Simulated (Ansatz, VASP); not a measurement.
## CaF in VASP and in Ansatz

```
Ca F
1.0
     1.65561   -4.05771    0.00000
     1.65561    4.05771    0.00000
     0.00000    0.00000    3.44636
Ca F
1 1
Direct
  0.00000 0.00000 0.50000
  0.50000 0.50000 0.00000
```

Alike in both runs: functional PBE; k mesh 18 × 18 × 16; occupations gaussian, width 0.1 eV; no spin polarisation.

Ansatz relaxed the structure, and its values are those at the end. VASP's run is a single point on that final structure, the one shown.

```csv
,VASP,Ansatz
version,VASP 6.6.1,Ansatz 0.2.0
potentials or method,"VASP PAW PBE potentials, release 64 (Ca_sv, F), cutoff 600 eV","scalar-relativistic, plane waves, PAW"
valence electrons in the cell,17,17
```

|  | VASP | Ansatz | Ansatz less VASP |
| --- | --- | --- | --- |
| gap on the k mesh at the Fermi level (eV) | none | none | - |
| pressure (GPa) | 0.0 | 0.0 | -0.05 |

A gap of «none» marks a metal or a gap that the smearing closes.
